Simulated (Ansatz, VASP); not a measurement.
## GaN: VASP beside Ansatz

```
Ga N
1.0
     0.00000    2.09566    2.09566
     2.09566    0.00000    2.09566
     2.09566    2.09566    0.00000
Ga N
1 1
Direct
  0.00000 0.00000 0.00000
  0.50000 0.50000 0.50000
```

Alike in both runs: functional PBEsol; dispersion D3(BJ); k mesh 8 × 8 × 8; no spin polarisation.

Ansatz relaxed the structure, and its values are those at the end. VASP's run is a single point on that final structure, the one shown.

|  | VASP | Ansatz |
| --- | --- | --- |
| version | VASP 6.6.1 | Ansatz 0.2.0 |
| potentials or method | VASP PAW PBE potentials, release 64 (Ga_d, N) | plane waves, PAW |
| plane-wave cutoff (eV) | 520 | 420 |
| occupations | gaussian, width 0.01 eV | fixed |
| valence electrons in the cell | 18 | 18 |

|  | VASP | Ansatz | Ansatz less VASP |
| --- | --- | --- | --- |
| pressure (GPa) | 0.5 | 0.0 | -0.49 |

VASP's potentials were made for PBE, not for PBEsol.
